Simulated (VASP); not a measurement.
A run of VASP 6.6.1 is set up as follows.

File POSCAR:

```
RbBr
1.0
    0.0000000000      3.5992590936      3.4324692902
    3.5992590936      0.0000000000      3.4324692902
    3.5992590936      3.5992590936      0.0000000000
Rb Br
1 1
Direct
    0.0000000000      0.0000000000      0.0000000000
    0.5000000000      0.5000000000      0.5000000000
```

The input INCAR.step1:

```
SYSTEM = RbBr
ALGO     = Normal         ! electronic algorithm
EDIFF    = 1E-5           ! SCF threshold, eV
ENCUT    = 520            ! plane-wave cutoff, eV
GGA      = PE             ! functional
ISIF     = 2              ! what is computed and relaxed
ISMEAR   = 0              ! smearing method
LASPH    = .True.         ! aspherical terms in the spheres
LCHARG   = .False.        ! write CHGCAR
LREAL    = .False.        ! projectors in reciprocal space
LWAVE    = .True.         ! write WAVECAR
NBANDS   = 15             ! bands
NELM     = 60             ! most SCF steps
PREC     = Accurate       ! precision mode
SIGMA    = 0.01           ! smearing width, eV
```

Contents of INCAR.step2:

```
SYSTEM = RbBr
ALGO     = Normal         ! electronic algorithm
EDIFF    = 1E-6           ! SCF threshold, eV
ENCUT    = 520            ! plane-wave cutoff, eV
GGA      = PE             ! functional
HFSCREEN = 0.2079         ! screening, 1/A
ISIF     = 2              ! what is computed and relaxed
ISMEAR   = 0              ! smearing method
ISTART   = 1            
LASPH    = .True.         ! aspherical terms in the spheres
LCHARG   = .False.        ! write CHGCAR
LHFCALC  = .True.         ! exact exchange
LREAL    = .False.        ! projectors in reciprocal space
LWAVE    = .False.        ! write WAVECAR
NBANDS   = 15             ! bands
NELM     = 60             ! most SCF steps
PREC     = Accurate       ! precision mode
PRECFOCK = Normal       
SIGMA    = 0.01           ! smearing width, eV
```

KPOINTS

```
k-points
0
Gamma
  4 4 4
  0 0 0
```

Potentials or basis: VASP PAW PBE potentials, release 64 (Rb_sv, Br).

Run with:

```console
$ cat potpaw_PBE.64/Rb_sv/POTCAR potpaw_PBE.64/Br/POTCAR > POTCAR
$ cp INCAR.step1 INCAR
$ mpirun -np 1 vasp_std > vasp.out
$ cp INCAR.step2 INCAR
$ mpirun -np 1 vasp_std > vasp.out
```

Estimate the band gap on the k mesh.

5.24 eV.

Estimate the pressure.

-0.4 GPa.

Stress tensor (GPa, compression positive):
```
-0.78  0.00  0.00
 0.00 -0.78  0.00
 0.00  0.00  0.22
```

Caveat: the cell differs from its parent crystal (epitaxial xy strain +4.0%); the PAW data sets were made with another functional, which shifts forces and pressure a little.
